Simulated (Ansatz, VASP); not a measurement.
HfB in VASP and in Ansatz

Contents of INCAR:

```
SYSTEM = HfB
ALGO = Normal
EDIFF = 1E-8
ENCUT = 520
GGA = CA
ISIF = 2
ISMEAR = -1
LASPH = .True.
LCHARG = .False.
LEFG = .True.
LREAL = .False.
LWAVE = .False.
NBANDS = 14
NELM = 60
PREC = Accurate
SIGMA = 0.05
```

File KPOINTS:

```
k-points
0
Gamma
  15 15 15
  0 0 0
```

The input POSCAR:

```
HfB
1.0
    0.0000000000      2.2787799567      2.2787799567
    2.2787799567      0.0000000000      2.2787799567
    2.2787799567      2.2787799567      0.0000000000
Hf B
1 1
Direct
    0.5000000000      0.5000000000      0.5000000000
    0.0000000000      0.0000000000      0.0000000000
```

Input for Ansatz:

```yaml
crystal:
  lattice:
    - [0.0, 2.2787799567, 2.2787799567]
    - [2.2787799567, 0.0, 2.2787799567]
    - [2.2787799567, 2.2787799567, 0.0]
  atoms:
    - { symbol: Hf, position: [0.5, 0.5, 0.5] }
    - { symbol: B, position: [0.0, 0.0, 0.0] }
kpoints:
  mp_grid: { grid: [15, 15, 15] }
scf:
  occupations: { method: fermi_dirac, width: 0.05 }
hamiltonian:
  xc: lda
  pseudopotentials: { kind: all_electron, datasets: crystal }
output:
  forces: true
  stress: true
  eigenvalues: true
  efg: { contact_densities: true }
```

Change from the starting cell: volume scaled by 0.96, crystal datasets.

Alike in both runs: task electric field gradients; functional LDA; k mesh 15 × 15 × 15; occupations fermi-dirac, width 0.05 eV; no spin polarisation.

|  | VASP | Ansatz |
| --- | --- | --- |
| version | VASP 6.6.1 | Ansatz 0.2.0 |
| potentials or method | VASP PAW LDA potentials, release 64 (Hf_pv, B), cutoff 520 eV | all-electron PAW with datasets made for the crystal, scalar-relativistic |

```csv
,VASP,Ansatz,Ansatz less VASP
pressure (GPa),31.7,29.5,-2.22
```

LDA's correlation is that of Perdew and Zunger in VASP and of Perdew and Wang (1992) in Ansatz. Both programs put the cell under a high pressure, so it lies far from rest at this level. Ansatz ran all-electron here, and VASP with PAW potentials.

Neither program's run includes spin-orbit coupling.
